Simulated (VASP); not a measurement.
## CrO2: single point with PBEsol

Crystal: CrO2.

```
Cr O
1.0
     2.85567    0.00000    0.00000
    -1.42784    2.47308    0.00000
     0.00000    0.00000    4.77795
Cr O
1 2
Direct
  0.00000 0.00000 0.00000
  0.33333 0.66667 0.19780
  0.66667 0.33333 0.80220
```

```
Program                : VASP 6.6.1
Task                   : single point
Functional             : PBEsol
Potentials or basis    : VASP PAW PBE potentials, release 64 (Cr_pv, O)
Cutoff                 : 520 eV
k mesh                 : 12 × 12 × 6
Occupations            : gaussian, width 0.05 eV
Spin                   : collinear spin, ferromagnetic start
Starting moments       : [1.87, 0.0, 0.0] μB
Dipole correction      : no
Further INCAR settings : ALGO = Normal; EDIFF = 1e-07; NBANDS = 23
```

| Property | Result |
| --- | --- |
| Pressure | 0.8 GPa |
| Largest force | 0.058 eV/Å |
| Band gap on the k mesh | zero (filled and empty bands overlap) |
| Net moment | 2.00 μB per cell |
| Site moments | Cr +2.04; O -0.05 μB |
| Valence electrons inside the program's atomic spheres | Cr 10.98; O 5.00 |

Forces on the atoms (eV/Å):
```
Cr   0.000  0.000  0.000
O    0.000  0.000  0.058
O    0.000  0.000 -0.058
```

Stress tensor (GPa, compression positive):
```
1.05 0.00 0.00
0.00 1.05 0.00
0.00 0.00 0.44
```

Levels at points of the mesh, in eV from the Fermi level:
Spin up:
| k point | band 9 | band 10 | band 11 | band 12 | band 13 | band 14 | band 15 | band 16 | band 17 | band 18 |
| --- | --- | --- | --- | --- | --- | --- | --- | --- | --- | --- |
| (0.00, 0.00, 0.00) | -1.77 | -1.77 | -1.73 | -1.36 | -1.36 | 0.64 | 3.71 | 3.71 | 4.81 | 6.66 |
| (0.50, 0.00, 0.00) | -4.14 | -3.20 | -2.71 | -0.77 | -0.57 | -0.02 | 3.07 | 3.59 | 4.82 | 11.23 |
| (0.00, 0.00, 0.50) | -2.81 | -1.80 | -1.80 | -1.37 | -1.37 | 0.84 | 3.74 | 3.74 | 4.82 | 8.53 |
| (0.50, 0.00, 0.50) | -3.97 | -3.14 | -2.22 | -0.83 | -0.57 | -0.07 | 3.07 | 3.53 | 4.82 | 10.47 |
Spin down:
```
           k point  band 7  band 8  band 9  band 10  band 11  band 12  band 13  band 14  band 15  band 16
(0.00, 0.00, 0.00)   -5.51   -5.51   -1.81    -1.81    -1.80     0.88     0.88     2.48     4.65     4.65
(0.50, 0.00, 0.00)   -4.69   -4.66   -3.65    -3.18    -2.73     1.11     1.83     2.01     4.17     4.58
(0.00, 0.00, 0.50)   -5.50   -5.29   -2.87    -1.84    -1.84     0.88     0.88     2.59     4.68     4.68
(0.50, 0.00, 0.50)   -4.98   -4.70   -3.52    -3.11    -2.24     1.08     1.82     2.00     4.15     4.53
```

Wall time 5.9 min on 1 thread of Oxide Virtual Turin-like Processor (shared host), peak memory 0.21 GiB.

Caveat: an empty level that is flat over the whole mesh can mark a ghost state of the potentials, or a narrow d or f band; the PAW data sets were made with another functional, which shifts forces and pressure a little; a cell with one magnetic atom can't hold antiferromagnetic order, which such compounds often take; semilocal functionals often make such compounds metallic where correlation or magnetic order opens a gap, which also shifts bond lengths. With open d or f shells a metallic result of PBEsol can be an artefact of self-interaction; +U or a hybrid may open a gap.
